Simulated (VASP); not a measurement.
# SnSe (P4/nmm) in VASP: notebook

The runs below take SnSe through single point, with PBEsol.

All numbers are computed with VASP 6.6.1; they aren't measurements. Logs are shortened: lines on timing, memory, paths and dates and some standing lists are left out, and cuts for length are marked.

## 1. The cell of the first run

Symmetry: P4/nmm, No. 129, tetragonal system. The conventional cell has a = 4.493 Å, b = 4.493 Å, c = 5.631 Å, α = 90.00°, β = 90.00°, γ = 90.00°. Sn (site symmetry 4mm) has 4 Se at 2.59 Å within 3.4 Å. Se (site symmetry -4m2) has 4 Sn at 2.59 Å and 4 Se at 3.18 Å within 3.4 Å.

## 2. Single point, PBEsol (O replaced by Se, lengths x 1.158, strained)

Input file INCAR:

```
PREC = Accurate
ENCUT = 520
EDIFF = 1E-6
ISMEAR = 0
SIGMA = 0.1
LREAL = F
LASPH = T
NELM = 100
ALGO = Normal
ISIF = 2
LWAVE = F
LCHARG = F
GGA = PS
NBANDS = 28
```

Input file KPOINTS:

```
Automatic mesh
0
Gamma
  10 10 8
```

Input file POSCAR:

```
SnSe
1.0
    4.4932490014      0.0000000000      0.0000000000
    0.0000000000      4.4932490014      0.0000000000
    0.0000000000      0.0000000000      5.6312376904
Sn Se
2 2
Direct
    0.0000000000      0.5000000000      0.2297269630
    0.5000000000      0.0000000000      0.7702730370
    0.0000000000      0.0000000000      0.0000000000
    0.5000000000      0.5000000000      0.0000000000
```

Potentials or basis: VASP PAW PBE potentials, release 64 (Sn_d, Se).

Started as:

```bash
cat potpaw_PBE.64/Sn_d/POTCAR potpaw_PBE.64/Se/POTCAR > POTCAR
mpirun -np 1 vasp_std > vasp.out
```

OUTCAR:

```text
PREC = Accurate
   ENCUT = 520
   EDIFF = 1E-6
   ISMEAR = 0
   LREAL = F
   LASPH = T
   NELM = 100
   ISIF = 2
   GGA = PS

 ion  position               nearest neighbor table
   1  0.000  0.500  0.230-   3 2.59   4 2.59   3 2.59   4 2.59
   2  0.500  0.000  0.770-   3 2.59   4 2.59   4 2.59   3 2.59
   3  0.000  0.000  0.000-   1 2.59   2 2.59   1 2.59   2 2.59
   4  0.500  0.500  0.000-   1 2.59   2 2.59   2 2.59   1 2.59

  LATTYP: Found a simple tetragonal cell.
 ALAT       =     4.4932490014
 C/A-ratio  =     1.2532663310

  Lattice vectors:

 A1 = (   4.4932490014,   0.0000000000,   0.0000000000)
 A2 = (   0.0000000000,   4.4932490014,   0.0000000000)
 A3 = (   0.0000000000,   0.0000000000,   5.6312376904)

Analysis of symmetry for initial positions (statically):
=====================================================================
 Subroutine PRICEL returns:
 Original cell was already a primitive cell.

 Routine SETGRP: Setting up the symmetry group for a
 simple tetragonal supercell.

 Subroutine GETGRP returns: Found 16 space group operations
 (whereof  8 operations were pure point group operations)
 out of a pool of 16 trial point group operations.

The static configuration has the point symmetry D_2d.
 The point group associated with its full space group is D_4h.

Analysis of symmetry for dynamics (positions and initial velocities):
=====================================================================
 Subroutine PRICEL returns:
 Original cell was already a primitive cell.

 Routine SETGRP: Setting up the symmetry group for a
 simple tetragonal supercell.

 Subroutine GETGRP returns: Found 16 space group operations
 (whereof  8 operations were pure point group operations)
 out of a pool of 16 trial point group operations.

The dynamic configuration has the point symmetry D_2d.
 The point group associated with its full space group is D_4h.

 Subroutine INISYM returns: Found 16 space group operations
 (whereof  8 operations are pure point group operations),
 and found     1 'primitive' translations

----------------------------------------------------------------------------------------

                                     Primitive cell

  volume of cell :     113.6907

  direct lattice vectors                    reciprocal lattice vectors
[... 84 lines left out ...]
   ICHARG =      2    charge: 1-file 2-atom 10-const
   ISPIN  =      1    spin polarized calculation?
   LNONCOLLINEAR =      F non collinear calculations
   LSORBIT =      F    spin-orbit coupling
   LASPH  =      T    aspherical Exc in radial PAW
   ENCUT  =  520.0 eV  38.22 Ry    6.18 a.u.   8.35  8.35 10.47*2*pi/ulx,y,z
   NELM   =    100;   NELMIN=  2; NELMDL= -5     # of ELM steps
   EDIFF  = 0.1E-05   stopping-criterion for ELM
   LREAL  =      F    real-space projection
   EDIFFG = 0.1E-04   stopping-criterion for IOM
   NSW    =      0    number of steps for IOM
   IBRION =     -1    ionic relax: 0-MD 1-quasi-New 2-CG
   NFREE  =      0    steps in history (QN), initial steepest desc. (CG)
   ISIF   =      2    stress and relaxation
   ISYM   =      2    0-nonsym 1-usesym 2-fastsym
   POTIM  = 0.5000    time-step for ionic-motion
   TEBEG  =    0.0;   TEEND  =   0.0 temperature during run
   PSTRESS=    0.0 pullay stress
   NELECT =      40.0000    total number of electrons
   NUPDOWN=      -1.0000    fix difference up-down
   EMIN   =  10.00;   EMAX   =-10.00  energy-range for DOS
   EFERMI =   0.00;   METHOD = LEGACY
   ISMEAR =     0;   SIGMA  =   0.10  broadening in eV -4-tet -1-fermi 0-gaus
   EFERMI_NEDOS =   21; number of points for ismear=-14 and -15
   IALGO  =     38    algorithm
   IMIX   =      4    mixing-type and parameters
     AMIX     =   0.40;   BMIX     =  1.00
     AMIX_MAG =   1.60;   BMIX_MAG =  1.00
  volume/ion in A,a.u.               =      28.42       191.81
  Fermi-wavevector in a.u.,A,eV,Ry     =   1.155722  2.183997 18.173198  1.335692
  Thomas-Fermi vector in A             =   2.292348
   LORBIT       =      0    0 simple, 1 ext, 2 COOP (PROOUT), +10 PAW based schemes
   GGA     = PS    functional components
   LHFCALC =     F    Hartree Fock is set to
   AEXX    =    0.0000 exact exchange contribution
   IVDW    =     0    specifies the selected vdW correction
   LEPSILON=     F    determine dielectric tensor
   LRPA    =     F    only Hartree local field effects (RPA)
 non-spin polarized calculation
 Gauss-broadening in eV      SIGMA  =   0.10
  energy-cutoff  :      520.00
  volume of cell :      113.69
 maximum number of plane-waves:      3097
 NGX is ok and might be reduce to    36
   NGX = 17   NGY = 17   NGZ = 21

 number of electron      39.9999999 magnetization

 Free energy of the ion-electron system (eV)
  ---------------------------------------------------
  ext. energy  EPLUGINS =         0.00000000
  ---------------------------------------------------
  free energy    TOTEN  =       -15.59572264 eV

  energy without entropy =      -15.59045115  energy(sigma->0) =      -15.59308690

 E-fermi :   4.8901     XC(G=0):  -9.2071

 val. band max:        4.8722079717   @ k =   0.1000   0.0000   0.3750
 cond. band min:       4.9272090403   @ k =   0.2000   0.1000   0.3750
 fundamental gap:      0.0550010686
 Fermi energy:         4.8901019623

 k-point     1 :       0.0000    0.0000    0.0000
  band No.  band energies     occupation
      1     -16.4454      2.00000
      2     -16.3768      2.00000
      3     -16.3409      2.00000
      4     -16.3409      2.00000
      5     -16.3290      2.00000
      6     -16.3119      2.00000
[... 733 lines left out ...]
     27      11.5640      0.00000
     28      11.6446      0.00000

 [... further k-points ...]
[... 5 lines left out ...]
  --------------------------------------------------------------------------------------
  -------------------------------------------------------------------------------------
  Total       13.6699410     13.6699410      5.4650486      0.0000000     -0.0000000      0.0000000
  in kB      192.6426265    192.6426265     77.0157911      0.0000000     -0.0000000      0.0000000
  external PRESSURE =     154.1003480 kB  Pullay stress =       0.0000000 kB

 VOLUME and BASIS-vectors are now :
 -----------------------------------------------------------------------------
  energy-cutoff  :      520.00
  volume of cell :      113.69
      direct lattice vectors                 reciprocal lattice vectors
     4.493249001  0.000000000  0.000000000     0.222556106  0.000000000  0.000000000
     0.000000000  4.493249001  0.000000000     0.000000000  0.222556106  0.000000000
     0.000000000  0.000000000  5.631237690     0.000000000  0.000000000  0.177580854

 POSITION                                       TOTAL-FORCE (eV/Angst)
 -----------------------------------------------------------------------------------
      0.00000      2.24662      1.29365         0.000000      0.000000      2.699936
      2.24662      0.00000      4.33759         0.000000      0.000000     -2.699936
      0.00000      0.00000      0.00000         0.000000      0.000000      0.000000
      2.24662      2.24662      0.00000        -0.000000     -0.000000      0.000000
 -----------------------------------------------------------------------------------
    total drift:                                0.000000      0.000000      0.000000

  FREE ENERGIE OF THE ION-ELECTRON SYSTEM (eV)
  ---------------------------------------------------
  free  energy   TOTEN  =       -15.5957226401 eV

  energy  without entropy=      -15.5904511515  energy(sigma->0) =      -15.59308690
```

OSZICAR:

```text
N       E                     dE             d eps       ncg     rms          rms(c)
DAV:   1     0.367287711380E+03    0.36729E+03   -0.19407E+04  5972   0.180E+03
DAV:   2     0.360287154111E+02   -0.33126E+03   -0.32216E+03  5952   0.468E+02
DAV:   3    -0.135310469598E+02   -0.49560E+02   -0.48336E+02  7188   0.157E+02
DAV:   4    -0.159627381336E+02   -0.24317E+01   -0.24021E+01  6992   0.359E+01
DAV:   5    -0.160178135795E+02   -0.55075E-01   -0.55061E-01  7456   0.591E+00    0.689E+00
DAV:   6    -0.156310143306E+02    0.38680E+00   -0.77223E-01  8096   0.575E+00    0.432E+00
DAV:   7    -0.155995012732E+02    0.31513E-01   -0.24753E-01  7256   0.226E+00    0.168E+00
DAV:   8    -0.155956990637E+02    0.38022E-02   -0.25631E-02  7976   0.117E+00    0.266E-01
DAV:   9    -0.155956306796E+02    0.68384E-04   -0.46445E-03  6676   0.489E-01    0.893E-02
DAV:  10    -0.155957033320E+02   -0.72652E-04   -0.48629E-04  6724   0.129E-01    0.223E-02
DAV:  11    -0.155957250408E+02   -0.21709E-04   -0.51786E-05  7732   0.406E-02    0.151E-02
DAV:  12    -0.155957219412E+02    0.30997E-05   -0.28211E-05  6664   0.250E-02    0.369E-03
DAV:  13    -0.155957226401E+02   -0.69889E-06   -0.27464E-06  5620   0.113E-02
   1 F= -.15595723E+02 E0= -.15593087E+02  d E =-.527149E-02
```

It took 1.7 min on 1 thread of Intel Xeon 6975P-C (Granite Rapids), shared host; peak memory 0.42 GiB.

Results:

```
Free energy            : -15.5957 eV
Pressure               : 15.4 GPa
Largest force          : 2.700 eV/Å
Band gap on the k mesh : zero (bands 20 and 21 overlap by 0.41 eV)
```

Forces on the atoms (eV/Å):
```
Sn   0.000  0.000  2.700
Sn   0.000  0.000 -2.700
Se   0.000  0.000  0.000
Se   0.000  0.000  0.000
```

Caveat: the cell differs from its parent crystal (O replaced by Se, lengths x 1.158, strained); the stress differs along the axes, from 8 to 19 GPa; semilocal functionals underestimate gaps, and a narrow one can read as zero; the PAW data sets were made with another functional, which shifts forces and pressure a little; spin-orbit coupling is left out, which moves the levels of the heavy elements.

## 3. Single point, PBEsol (O replaced by Se, lengths x 1.158, strained)

Input file INCAR:

```
SYSTEM = SnSe
PREC = Accurate
ENCUT = 520
EDIFF = 1E-6
ISMEAR = 0
SIGMA = 0.1
LREAL = .False.
LASPH = .True.
NELM = 100
ALGO = Normal
ISIF = 2
LWAVE = .False.
LCHARG = .False.
GGA = PS
NBANDS = 28
```

Input file KPOINTS:

```
Automatic mesh
0
Gamma
  10 10 8
  0 0 0
```

Input file POSCAR:

```
SnSe
1.0
    4.5199305843      0.0000000000      0.0000000000
    0.0000000000      4.5199305843      0.0000000000
    0.0000000000      0.0000000000      5.7491805118
Sn Se
2 2
Direct
    0.0000000000      0.5000000000      0.2385000000
    0.5000000000      0.0000000000      0.7615000000
    0.0000000000      0.0000000000      0.0000000000
    0.5000000000      0.5000000000      0.0000000000
```

Potentials or basis: VASP PAW PBE potentials, release 64 (Sn_d, Se).

Started as:

```bash
cat potpaw_PBE.64/Sn_d/POTCAR potpaw_PBE.64/Se/POTCAR > POTCAR
mpirun -np 1 vasp_std > vasp.out
```

It took 1.9 min on 1 thread of Intel Xeon 6975P-C (Granite Rapids), shared host; peak memory 0.45 GiB.

The run converged. Its results:

```yaml
Free_energy: -16.0636 eV
Pressure: 11.3 GPa
Largest_force: 1.856 eV/Å
Band_gap_on_the_k_mesh: zero (bands 20 and 21 overlap by 0.80 eV)
```

Forces in eV/Å, atoms in the order of the input:
```
Sn   0.000  0.000  1.856
Sn   0.000  0.000 -1.856
Se   0.000  0.000  0.000
Se   0.000  0.000  0.000
```

Stress tensor (GPa, compression positive):
```
14.46  0.00  0.00
 0.00 14.46  0.00
 0.00  0.00  4.88
```

Levels at points of the mesh, in eV from the Fermi level:
```tsv
k point	band 18	band 19	band 20	band 21	band 22	band 23
(0.00, 0.00, 0.00)	-1.60	-1.60	-1.16	1.08	1.55	2.61
(0.50, 0.00, 0.00)	-3.78	-1.87	-1.87	2.48	2.48	3.69
(0.50, 0.50, 0.00)	-2.42	0.21	0.21	0.91	0.91	2.23
(0.00, 0.00, 0.50)	-1.69	-1.69	-1.26	-0.58	1.71	1.71
(0.50, 0.00, 0.50)	-4.05	-1.02	-1.02	3.12	3.12	3.21
(0.50, 0.50, 0.50)	-2.96	0.21	0.21	3.21	3.21	3.83
```

Caveat: the cell differs from its parent crystal (O replaced by Se, lengths x 1.158, strained); the stress differs along the axes, from 5 to 14 GPa; semilocal functionals underestimate gaps, and a narrow one can read as zero; the PAW data sets were made with another functional, which shifts forces and pressure a little; spin-orbit coupling is left out, which moves the levels of the heavy elements.

The gap in the log of VASP goes by the Fermi energy; the results here count the filled bands.